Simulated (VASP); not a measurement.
A run of VASP 6.6.1:

The input INCAR:

```
SYSTEM = MoS2
ALGO = Normal ; EDIFF = 1E-6
EDIFFG = -0.003 ; ENCUT = 520
IBRION = 2 ; ISIF = 2
ISMEAR = 0 ; LASPH = .TRUE.
LCHARG = .FALSE. ; LREAL = .FALSE.
LWAVE = .FALSE. ; NELM = 60
NSW = 80 ; PREC = Accurate
SIGMA = 0.01
```

The input KPOINTS:

```
k-points
0
G
  10 10 3
  0 0 0
```

File POSCAR:

```
MoS2
1.0
    3.1690000000      0.0000000000      0.0000000000
   -1.5845000000      2.7444345046      0.0000000000
    0.0000000000      0.0000000000     12.3240000000
Mo S
2 4
Direct
    0.3333333333      0.6666666667      0.2500000000
    0.6666666667      0.3333333333      0.7500000000
    0.3333333333      0.6666666667      0.6230000000
    0.6666666667      0.3333333333      0.1230000000
    0.3333333333      0.6666666667      0.8770000000
    0.6666666667      0.3333333333      0.3770000000
```

Potentials or basis: VASP PAW LDA potentials, release 64 (Mo_sv, S).

Run with:

```bash
$ cat potpaw_LDA.64/Mo_sv/POTCAR potpaw_LDA.64/S/POTCAR > POTCAR
$ mpirun -np 1 vasp_std > vasp.out
```

Hardware: 1 thread of Intel(R) Xeon(R) Platinum 8259CL CPU @ 2.50GHz (Skylake/Cascade Lake), with other jobs on the host.

How long does it take, and how much memory?

Wall time 2.3 min on 1 thread of Intel(R) Xeon(R) Platinum 8259CL CPU @ 2.50GHz (Skylake/Cascade Lake), on a shared host, peak memory 0.23 GiB. Counts: scf iterations 28, k points 28, ion steps 3.
